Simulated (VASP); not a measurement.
# NaCl (I4/mmm) in VASP: notebook, part 2 of 2

VASP 6.6.1. The steps go on from the part before.

## Step 5: Single point, PBE (strain +0.080 along x and y, -0.040 along z)

INCAR reads:

```
SYSTEM = NaCl
PREC = Accurate
ENCUT = 520
EDIFF = 1E-6
ISMEAR = 0
SIGMA = 0.05
LREAL = .FALSE.
LASPH = .TRUE.
NELM = 60
ALGO = Normal
ISIF = 2
LWAVE = .FALSE.
LCHARG = .TRUE.
GGA = PE
LELF = .TRUE.
LVHAR = .TRUE.
NBANDS = 14
```

KPOINTS reads:

```
regular mesh
0
G
  8 8 8
  0 0 0
```

POSCAR reads:

```
NaCl
1.0
    0.0000000000      3.0582900000      2.7184800000
    3.0582900000      0.0000000000      2.7184800000
    3.0582900000      3.0582900000      0.0000000000
Na Cl
1 1
Direct
    0.0000000000      0.0000000000      0.0000000000
    0.5000000000      0.5000000000      0.5000000000
```

Potentials or basis: VASP PAW PBE potentials, release 64 (Na_pv, Cl).

On the command line:

```console
cat potpaw_PBE.64/Na_pv/POTCAR potpaw_PBE.64/Cl/POTCAR > POTCAR
mpirun -np 1 vasp_std > vasp.out
```

OUTCAR:

```text
SYSTEM = NaCl
   PREC = Accurate
   ENCUT = 520
   EDIFF = 1E-6
   ISMEAR = 0
   LREAL = .FALSE.
   LASPH = .TRUE.
   NELM = 60
   ISIF = 2
   GGA = PE

 ion  position               nearest neighbor table
   1  0.000  0.000  0.000-   2 2.72   2 2.72
   2  0.500  0.500  0.500-   1 2.72   1 2.72

  LATTYP: Found a body centered tetragonal cell.
 ALAT       =     4.3250751957
 C/A-ratio  =     1.2570787221

  Lattice vectors:

 A1 = (   0.0000000000,  -3.0582900000,  -2.7184800000)
 A2 = (   0.0000000000,   3.0582900000,  -2.7184800000)
 A3 = (   3.0582900000,   0.0000000000,   2.7184800000)

Analysis of symmetry for initial positions (statically):
=====================================================================
 Subroutine PRICEL returns:
 Original cell was already a primitive cell.

 Routine SETGRP: Setting up the symmetry group for a
 body centered tetragonal supercell.

 Subroutine GETGRP returns: Found 16 space group operations
 (whereof 16 operations were pure point group operations)
 out of a pool of 16 trial point group operations.

The static configuration has the point symmetry D_4h.
[... 174 lines left out ...]
      5      -1.5048      2.00000
      6      -1.3662      2.00000
      7      -1.3662      2.00000
      8       3.2811      0.00000
      9       9.3710      0.00000
     10       9.3710      0.00000
     11      10.1626      0.00000
     12      10.9036      0.00000
     13      12.1477      0.00000
     14      13.0756      0.00000
[... 377 lines left out ...]
      1     -22.4675      2.00000
      2     -22.4616      2.00000
      3     -22.4426      2.00000
      4     -13.6459      2.00000
      5      -2.6106      2.00000
      6      -1.6961      2.00000
      7      -1.6044      2.00000
      8       5.4950      0.00000
      9       7.9603      0.00000
     10       8.6570      0.00000
     11      10.1649      0.00000
     12      11.7043      0.00000
     13      12.9451      0.00000
     14      14.0439      0.00000

 [... further k-points ...]

------------------------ aborting loop because EDIFF is reached ----------------------------------------

  FORCE on cell =-STRESS in cart. coord.  units (eV):
  Direction    XX          YY          ZZ          XY          YZ          ZX
  --------------------------------------------------------------------------------------
  -------------------------------------------------------------------------------------
  Total       -0.7046169     -0.7046169      0.2881769      0.0000000      0.0000000     -0.0000000
  in kB      -22.1998575    -22.1998575      9.0793830      0.0000000      0.0000000     -0.0000000
  external PRESSURE =     -11.7734440 kB  Pullay stress =       0.0000000 kB

 VOLUME and BASIS-vectors are now :
 -----------------------------------------------------------------------------
  energy-cutoff  :      520.00
  volume of cell :       50.85
      direct lattice vectors                 reciprocal lattice vectors
     0.000000000  3.058290000  2.718480000    -0.163490055  0.163490055  0.183926312
     3.058290000  0.000000000  2.718480000     0.163490055 -0.163490055  0.183926312
     3.058290000  3.058290000  0.000000000     0.163490055  0.163490055 -0.183926312

 POSITION                                       TOTAL-FORCE (eV/Angst)
 -----------------------------------------------------------------------------------
      0.00000      0.00000      0.00000         0.000000      0.000000     -0.000000
      3.05829      3.05829      2.71848         0.000000      0.000000      0.000000
 -----------------------------------------------------------------------------------
    total drift:                                0.000000      0.000000      0.000000

  FREE ENERGIE OF THE ION-ELECTRON SYSTEM (eV)
  ---------------------------------------------------
  free  energy   TOTEN  =        -6.7151896242 eV

  energy  without entropy=       -6.7151896242  energy(sigma->0) =       -6.71518962
```

Run time: 40 s. Hardware: 1 thread of Intel Xeon Platinum 8375C at 2.90GHz (Ice Lake), shared host; peak memory 0.18 GiB.

What came out:

- Free energy: -6.7152 eV
- Pressure: -1.2 GPa
- Band gap on the k mesh: 4.65 eV

Caveat: the cell differs from its parent crystal (strain +0.080 along x and y, -0.040 along z). A k mesh can miss the band edges.

## Step 6: Single point, PBE (strain +0.080 along x and y, +0.000 along z)

INCAR reads:

```
SYSTEM = NaCl
PREC = Accurate
ENCUT = 520
EDIFF = 1E-6
ISMEAR = 0
SIGMA = 0.05
LREAL = .FALSE.
LASPH = .TRUE.
NELM = 100
ALGO = Normal
ISIF = 2
LWAVE = .FALSE.
LCHARG = .FALSE.
GGA = PE
NBANDS = 14
```

KPOINTS reads:

```
Automatic mesh
0
G
  8 8 8
  0 0 0
```

POSCAR reads:

```
NaCl
1.0
    0.0000000000      3.0582900000      2.8317500000
    3.0582900000      0.0000000000      2.8317500000
    3.0582900000      3.0582900000      0.0000000000
Na Cl
1 1
Direct
    0.0000000000      0.0000000000      0.0000000000
    0.5000000000      0.5000000000      0.5000000000
```

Potentials or basis: VASP PAW PBE potentials, release 64 (Na_pv, Cl).

On the command line:

```console
cat potpaw_PBE.64/Na_pv/POTCAR potpaw_PBE.64/Cl/POTCAR > POTCAR
mpirun -np 1 vasp_std > vasp.out
```

It took 31 s on 1 thread of Intel Xeon Platinum 8375C at 2.90GHz (Ice Lake), shared host; peak memory 0.19 GiB.

The run converged. Its results:

```yaml
Free_energy: -6.7118 eV
Pressure: -2.2 GPa
Band_gap_on_the_k_mesh: 4.52 eV
```

Stress tensor (GPa, compression positive):
```
-2.58  0.00  0.00
 0.00 -2.58  0.00
 0.00  0.00 -1.30
```

Levels at points of the mesh, in eV from the valence-band top:
```tsv
k point	band 4	band 5	band 6	band 7	band 8	band 9	band 10	band 11
(0.00, 0.00, 0.00)	-12.37	-0.09	0.00	0.00	4.52	10.74	10.74	11.24
(0.50, 0.00, 0.00)	-12.17	-1.51	-0.24	-0.19	6.93	9.32	10.19	10.91
(0.50, 0.50, 0.00)	-12.11	-1.28	-0.55	-0.55	7.08	7.95	10.66	13.00
(0.50, 0.00, 0.50)	-12.15	-1.29	-0.55	-0.34	7.02	8.24	9.95	13.11
```

Caveat: the cell differs from its parent crystal (strain +0.080 along x and y, +0.000 along z).

## Step 7: Single point, PBE (strain +0.080 along x and y, +0.040 along z)

INCAR reads:

```
PREC = Accurate ; ENCUT = 520
EDIFF = 1E-6 ; ISMEAR = 0
SIGMA = 0.05 ; LREAL = False
LASPH = True ; NELM = 60
ALGO = Normal ; ISIF = 2
LWAVE = False ; LCHARG = False
GGA = PE ; NBANDS = 14
```

KPOINTS reads:

```
regular mesh
0
Gamma
  8 8 8
```

POSCAR reads:

```
NaCl
1.0
    0.0000000000      3.0582900000      2.9450200000
    3.0582900000      0.0000000000      2.9450200000
    3.0582900000      3.0582900000      0.0000000000
Na Cl
1 1
Direct
    0.0000000000      0.0000000000      0.0000000000
    0.5000000000      0.5000000000      0.5000000000
```

On the command line:

```console
cat potpaw_PBE.64/Na_pv/POTCAR potpaw_PBE.64/Cl/POTCAR > POTCAR
mpirun -np 1 vasp_std > vasp.out
```

Run time: 28 s. Hardware: 1 thread of Intel Xeon Platinum 8375C at 2.90GHz (Ice Lake), shared host; peak memory 0.19 GiB.

The run converged. Its results:

| Quantity | Value |
| --- | --- |
| Free energy | -6.6862 eV |
| Pressure | -2.8 GPa |
| Band gap on the k mesh | 4.41 eV |

Stress tensor (GPa, compression positive):
```
-2.89  0.00  0.00
 0.00 -2.89  0.00
 0.00  0.00 -2.54
```

Levels at points of the mesh, in eV from the valence-band top:
```tsv
k point	band 4	band 5	band 6	band 7	band 8	band 9	band 10	band 11
(0.00, 0.00, 0.00)	-12.29	-0.04	0.00	0.00	4.41	10.75	10.75	10.99
(0.50, 0.00, 0.00)	-12.12	-1.40	-0.20	-0.17	6.86	9.04	10.25	10.59
(0.50, 0.50, 0.00)	-12.07	-1.20	-0.47	-0.47	6.93	8.05	10.18	12.86
(0.50, 0.00, 0.50)	-12.09	-1.20	-0.47	-0.37	6.89	8.19	9.84	12.92
```

Caveat: the cell differs from its parent crystal (strain +0.080 along x and y, +0.040 along z).

## Step 8: The runs side by side

```csv
cell,gap on the mesh (eV),pressure (GPa)
"a = 4.017, b = 4.017, c = 4.325 Å, angles 57.4, 57.4, 65.1°, 2 atoms",4.79,0.3
"a = 4.168, b = 4.168, c = 4.005 Å, angles 61.3, 61.3, 57.4°, 2 atoms",4.76,-1.0
"a = 4.086, b = 4.086, c = 4.165 Å, angles 59.4, 59.4, 61.3°, 2 atoms",4.77,-1.2
"a = 4.092, b = 4.092, c = 4.325 Å, angles 58.1, 58.1, 63.8°, 2 atoms",4.65,-1.2
"a = 4.168, b = 4.168, c = 4.325 Å, angles 58.7, 58.7, 62.5°, 2 atoms",4.52,-2.2
"a = 4.246, b = 4.246, c = 4.325 Å, angles 59.4, 59.4, 61.2°, 2 atoms",4.41,-2.8
```

Alike in all rows: task single point; level PBE; potentials or basis VASP PAW PBE potentials, release 64 (Na_pv, Cl); no spin polarisation; k mesh 8 × 8 × 8; cutoff (eV) 520; smearing gaussian 0.05 eV.

Absolute energies hang on the potentials; compare differences alone.
